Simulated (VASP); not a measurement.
# Mo (Im-3m) in VASP: single point with PBEsol

Aim: the single point of Mo with PBEsol.

Program: VASP 6.6.1. These are calculated values, not measurements. Logs are shortened: lines on timing, memory, paths and dates and some standing lists are left out, and cuts for length are marked.

## (1) The cell of the first run

The structure is cubic, space group Im-3m (No. 229). Conventional cell: a = 3.135 Å, b = 3.135 Å, c = 3.135 Å, α = 90.00°, β = 90.00°, γ = 90.00°. Within 3.6 Å of Mo (site symmetry m-3m) lie 14 Mo at 2.71 to 3.13 Å.

## (2) Single point, PBEsol

The input, INCAR:

```
ALGO     = Normal         # electronic algorithm
EDIFF    = 1E-6           # SCF threshold, eV
ENCUT    = 520            # plane-wave cutoff, eV
GGA      = PS             # functional
ISIF     = 2              # what is computed and relaxed
ISMEAR   = 1              # smearing method
LASPH    = True           # aspherical terms in the spheres
LCHARG   = True           # write CHGCAR
LELF     = True           # ELF
LREAL    = False          # projectors in reciprocal space
LVHAR    = True         
LWAVE    = False          # write WAVECAR
NBANDS   = 13             # bands
NELM     = 80             # most SCF steps
PREC     = Accurate       # precision mode
SIGMA    = 0.1            # smearing width, eV
```

The input, KPOINTS:

```
k-points
0
Gamma
  18 18 18
```

The input, POSCAR:

```
Mo
1.0
   -1.5675000000      1.5675000000      1.5675000000
    1.5675000000     -1.5675000000      1.5675000000
    1.5675000000      1.5675000000     -1.5675000000
Mo
1
Direct
    0.0000000000      0.0000000000      0.0000000000
```

Potentials or basis: VASP PAW PBE potentials, release 64 (Mo_sv).

On the command line:

```bash
> cat potpaw_PBE.64/Mo_sv/POTCAR > POTCAR
> mpirun -np 1 vasp_std > vasp.out
```

OUTCAR:

```text
EDIFF = 1E-6
   ENCUT = 520
   GGA = PS
   ISIF = 2
   ISMEAR = 1
   LASPH = True
   LREAL = False
   NELM = 80
   PREC = Accurate

 ion  position               nearest neighbor table
   1  0.000  0.000  0.000-

  LATTYP: Found a body centered cubic cell.
 ALAT       =     3.1350000000

  Lattice vectors:

 A1 = (  -1.5675000000,   1.5675000000,   1.5675000000)
 A2 = (   1.5675000000,  -1.5675000000,   1.5675000000)
 A3 = (   1.5675000000,   1.5675000000,  -1.5675000000)

Analysis of symmetry for initial positions (statically):
=====================================================================
 Subroutine PRICEL returns:
 Original cell was already a primitive cell.

 Routine SETGRP: Setting up the symmetry group for a
 body centered cubic supercell.

 Subroutine GETGRP returns: Found 48 space group operations
 (whereof 48 operations were pure point group operations)
 out of a pool of 48 trial point group operations.

The static configuration has the point symmetry O_h .

Analysis of symmetry for dynamics (positions and initial velocities):
=====================================================================
 Subroutine PRICEL returns:
 Original cell was already a primitive cell.

 Routine SETGRP: Setting up the symmetry group for a
 body centered cubic supercell.

 Subroutine GETGRP returns: Found 48 space group operations
 (whereof 48 operations were pure point group operations)
 out of a pool of 48 trial point group operations.

The dynamic configuration has the point symmetry O_h .

 Subroutine INISYM returns: Found 48 space group operations
 (whereof 48 operations are pure point group operations),
 and found     1 'primitive' translations

----------------------------------------------------------------------------------------

                                     Primitive cell

  volume of cell :      15.4057

  direct lattice vectors                    reciprocal lattice vectors
    -1.567500000  1.567500000  1.567500000     0.000000000  0.318979266  0.318979266
     1.567500000 -1.567500000  1.567500000     0.318979266  0.000000000  0.318979266
     1.567500000  1.567500000 -1.567500000     0.318979266  0.318979266  0.000000000

  length of vectors
     2.714989641  2.714989641  2.714989641     0.451104805  0.451104805  0.451104805

  position of ions in fractional coordinates (direct lattice)
     0.000000000  0.000000000  0.000000000

  ion indices of the primitive-cell ions
   primitive index   ion index
                 1           1

----------------------------------------------------------------------------------------

 KPOINTS: k-points

Automatic generation of k-mesh.
 Grid dimensions read from file:
 generate k-points for:   18   18   18

 Generating k-lattice:

  Cartesian coordinates                     Fractional coordinates (reciprocal lattice)
     0.000000000  0.017721070  0.017721070     0.055555556  0.000000000  0.000000000
     0.017721070  0.000000000  0.017721070     0.000000000  0.055555556  0.000000000
     0.017721070  0.017721070  0.000000000     0.000000000  0.000000000  0.055555556

  Length of vectors
     0.025061378  0.025061378  0.025061378

  Shift w.r.t. Gamma in fractional coordinates (k-lattice)
     0.000000000  0.000000000  0.000000000

 Subroutine IBZKPT returns following result:
 ===========================================

 Found    195 irreducible k-points:

 Following reciprocal coordinates:
            Coordinates               Weight
  0.000000  0.000000  0.000000      1.000000
  0.055556  0.000000  0.000000     12.000000
  0.111111  0.000000  0.000000     12.000000
  0.166667  0.000000  0.000000     12.000000
  0.222222  0.000000  0.000000     12.000000
  0.277778  0.000000  0.000000     12.000000
[... 16 lines left out ...]
  0.333333  0.111111  0.000000     48.000000
  0.388889  0.111111  0.000000     48.000000
 [... further k-points ...]
   k-points           NKPTS =    195   k-points in BZ     NKDIM =    195   number of bands    NBANDS=     13
   number of dos      NEDOS =    301   number of ions     NIONS =      1
   total plane-waves  NPLWV =   8000
   dimension x,y,z NGX =    20 NGY =   20 NGZ =   20
   dimension x,y,z NGXF=    40 NGYF=   40 NGZF=   40
   ions per type =               1
   NGX,Y,Z   is equivalent  to a cutoff of  12.25, 12.25, 12.25 a.u.
   NGXF,Y,Z  is equivalent  to a cutoff of  24.49, 24.49, 24.49 a.u.
 SYSTEM =  unknown system
   PREC   = accura    normal or accurate (medium, high low for compatibility)
   ISTART =      0    job   : 0-new  1-cont  2-samecut
   ICHARG =      2    charge: 1-file 2-atom 10-const
   ISPIN  =      1    spin polarized calculation?
   LNONCOLLINEAR =      F non collinear calculations
   LSORBIT =      F    spin-orbit coupling
   LASPH  =      T    aspherical Exc in radial PAW
   ENCUT  =  520.0 eV  38.22 Ry    6.18 a.u.   5.05  5.05  5.05*2*pi/ulx,y,z
   NELM   =     80;   NELMIN=  2; NELMDL= -5     # of ELM steps
   EDIFF  = 0.1E-05   stopping-criterion for ELM
   LREAL  =      F    real-space projection
   EDIFFG = 0.1E-04   stopping-criterion for IOM
   NSW    =      0    number of steps for IOM
   IBRION =     -1    ionic relax: 0-MD 1-quasi-New 2-CG
   NFREE  =      0    steps in history (QN), initial steepest desc. (CG)
   ISIF   =      2    stress and relaxation
   ISYM   =      2    0-nonsym 1-usesym 2-fastsym
   POTIM  = 0.5000    time-step for ionic-motion
   TEBEG  =    0.0;   TEEND  =   0.0 temperature during run
   PSTRESS=    0.0 pullay stress
   NELECT =      14.0000    total number of electrons
   NUPDOWN=      -1.0000    fix difference up-down
   EMIN   =  10.00;   EMAX   =-10.00  energy-range for DOS
   EFERMI =   0.00;   METHOD = LEGACY
   ISMEAR =     1;   SIGMA  =   0.10  broadening in eV -4-tet -1-fermi 0-gaus
   EFERMI_NEDOS =   21; number of points for ismear=-14 and -15
   IALGO  =     38    algorithm
   IMIX   =      4    mixing-type and parameters
     AMIX     =   0.40;   BMIX     =  1.00
     AMIX_MAG =   1.60;   BMIX_MAG =  1.00
  volume/ion in A,a.u.               =      15.41       103.96
  Fermi-wavevector in a.u.,A,eV,Ry     =   1.585708  2.996554 34.211452  2.514471
  Thomas-Fermi vector in A             =   2.685131
   LORBIT       =      0    0 simple, 1 ext, 2 COOP (PROOUT), +10 PAW based schemes
   GGA     = PS    functional components
   LHFCALC =     F    Hartree Fock is set to
   AEXX    =    0.0000 exact exchange contribution
   IVDW    =     0    specifies the selected vdW correction
   LEPSILON=     F    determine dielectric tensor
   LRPA    =     F    only Hartree local field effects (RPA)
 non-spin polarized calculation
 Methfessel and Paxton  Order N= 1 SIGMA  =   0.10
  energy-cutoff  :      520.00
  volume of cell :       15.41
 maximum number of plane-waves:       430
   NGX =  9   NGY =  9   NGZ =  9

 number of electron      13.9999999 magnetization

 Free energy of the ion-electron system (eV)
  ---------------------------------------------------
  ext. energy  EPLUGINS =         0.00000000
  ---------------------------------------------------
  free energy    TOTEN  =       -11.77672483 eV

  energy without entropy =      -11.77709560  energy(sigma->0) =      -11.77684842

 E-fermi :  12.7135     XC(G=0): -13.6109

 val. band max:       12.6644066690   @ k =  -0.4444   0.5000   0.2778
 cond. band min:      12.7159542928   @ k =   0.3889   0.1111   0.0000
 fundamental gap:      0.0515476238
 Fermi energy:        12.7135192321

 k-point     1 :       0.0000    0.0000    0.0000
  band No.  band energies     occupation
      1     -48.4946      2.00000
      2     -21.7472      2.00000
      3     -21.7472      2.00000
      4     -21.7472      2.00000
      5       5.3672      2.00000
      6      11.3059      2.00000
      7      11.3059      2.00000
      8      11.3059      2.00000
      9      14.3748     -0.00000
     10      14.3748     -0.00000
     11      27.5298      0.00000
     12      27.5298      0.00000
     13      27.5298      0.00000

 k-point     2 :       0.0556    0.0000    0.0000
  band No.  band energies     occupation
      1     -48.4863      2.00000
      2     -21.7951      2.00000
      3     -21.7619      2.00000
      4     -21.7476      2.00000
      5       5.5071      2.00000
      6      11.2260      2.00000
      7      11.2930      2.00000
      8      11.4372      2.00000
      9      14.2548     -0.00000
     10      14.3766     -0.00000
     11      27.6373      0.00000
     12      27.7657      0.00000
     13      27.8157      0.00000

 k-point     3 :       0.1111    0.0000    0.0000
  band No.  band energies     occupation
      1     -48.4623      2.00000
      2     -21.9317      2.00000
      3     -21.8041      2.00000
      4     -21.7487      2.00000
      5       5.9060      2.00000
      6      11.0044      2.00000
      7      11.2361      2.00000
      8      11.8259      2.00000
      9      13.9916     -0.00000
     10      14.3874     -0.00000
     11      27.8964      0.00000
     12      28.4532      0.00000
     13      28.5301      0.00000

 k-point     4 :       0.1667    0.0000    0.0000
  band No.  band energies     occupation
      1     -48.4252      2.00000
      2     -22.1371      2.00000
      3     -21.8680      2.00000
      4     -21.7504      2.00000
      5       6.4921      2.00000
      6      10.6859      2.00000
      7      11.1173      2.00000
      8      12.4556      2.00161
      9      13.7889     -0.00000
     10      14.4205     -0.00000
     11      28.0879      0.00000
     12      29.2520      0.00000
     13      29.5399      0.00000

 k-point     5 :       0.2222    0.0000    0.0000
  band No.  band energies     occupation
      1     -48.3794      2.00000
      2     -22.3835      2.00000
      3     -21.9455      2.00000
      4     -21.7525      2.00000
      5       7.1121      2.00000
      6      10.3245      2.00000
      7      11.0401      2.00000
      8      13.2968     -0.00000
      9      13.7773     -0.00000
     10      14.4895     -0.00000
     11      27.8682      0.00000
     12      29.3532      0.00000
     13      30.9568      0.00000
[... 257 lines left out ...]
 k-point    22 :       0.2778    0.1111    0.0000
  band No.  band energies     occupation
      1     -48.2713      2.00000
      2     -22.8713      2.00000
      3     -22.1344      2.00000
      4     -21.8187      2.00000
      5       7.9634      2.00000
      6       9.7219      2.00000
      7      11.3064      2.00000
      8      13.8864     -0.00000
      9      15.0186      0.00000
     10      16.1849      0.00000
     11      26.4530      0.00000
     12      27.4668      0.00000
     13      32.0660      0.00000

 k-point    23 :       0.3333    0.1111    0.0000
  band No.  band energies     occupation
      1     -48.2353      2.00000
      2     -23.0303      2.00000
      3     -22.2093      2.00000
      4     -21.8222      2.00000
      5       7.8265      2.00000
      6       9.5111      2.00000
      7      12.0736      2.00000
      8      14.1663     -0.00000
      9      15.1942      0.00000
     10      17.3284      0.00000
     11      25.4908      0.00000
     12      26.2780      0.00000
     13      30.7861      0.00000

 k-point    24 :       0.3889    0.1111    0.0000
  band No.  band energies     occupation
      1     -48.2117      2.00000
      2     -23.1327      2.00000
      3     -22.2582      2.00000
      4     -21.8243      2.00000
      5       7.6835      2.00000
      6       9.3816      2.00000
      7      12.7160      0.95880
      8      14.2894     -0.00000
      9      15.4566      0.00000
     10      18.2251      0.00000
     11      24.5916      0.00000
     12      25.5392      0.00000
     13      29.8514      0.00000

 [... further k-points ...]
[... 5 lines left out ...]
  --------------------------------------------------------------------------------------
  -------------------------------------------------------------------------------------
  Total       -0.0988863     -0.0988863     -0.0988863      0.0000000      0.0000000      0.0000000
  in kB      -10.2840456    -10.2840456    -10.2840456      0.0000000      0.0000000      0.0000000
  external PRESSURE =     -10.2840456 kB  Pullay stress =       0.0000000 kB

 VOLUME and BASIS-vectors are now :
 -----------------------------------------------------------------------------
  energy-cutoff  :      520.00
  volume of cell :       15.41
      direct lattice vectors                 reciprocal lattice vectors
    -1.567500000  1.567500000  1.567500000     0.000000000  0.318979266  0.318979266
     1.567500000 -1.567500000  1.567500000     0.318979266  0.000000000  0.318979266
     1.567500000  1.567500000 -1.567500000     0.318979266  0.318979266  0.000000000

 POSITION                                       TOTAL-FORCE (eV/Angst)
 -----------------------------------------------------------------------------------
      0.00000      0.00000      0.00000         0.000000      0.000000      0.000000
 -----------------------------------------------------------------------------------
    total drift:                                0.000000      0.000000      0.000000

  FREE ENERGIE OF THE ION-ELECTRON SYSTEM (eV)
  ---------------------------------------------------
  free  energy   TOTEN  =       -11.7767248258 eV

  energy  without entropy=      -11.7770955961  energy(sigma->0) =      -11.77684842
```

Run time: 16 s. Hardware: 1 thread of Intel Xeon Platinum 8488C (Sapphire Rapids), shared host; peak memory 0.15 GiB.

What came out:

```yaml
Free_energy: -11.7767 eV
Pressure: -1.0 GPa
Band_gap_on_the_k_mesh: zero (band 7 reaches 16.80 eV, above the bottom of band 8 at 11.31 eV)
```

Levels at points of the mesh, in eV from the Fermi level:
```tsv
k point	band 4	band 5	band 6	band 7	band 8	band 9	band 10	band 11
(0.00, 0.00, 0.00)	-34.46	-7.35	-1.41	-1.41	-1.41	1.66	1.66	14.82
(0.50, 0.00, 0.00)	-34.47	-5.45	-3.50	1.65	1.70	2.35	4.87	11.85
(0.50, 0.50, 0.50)	-35.48	-5.60	-5.60	4.08	4.08	4.08	9.12	9.12
```

Caveat: the PAW data sets were made with another functional, which shifts forces and pressure a little.
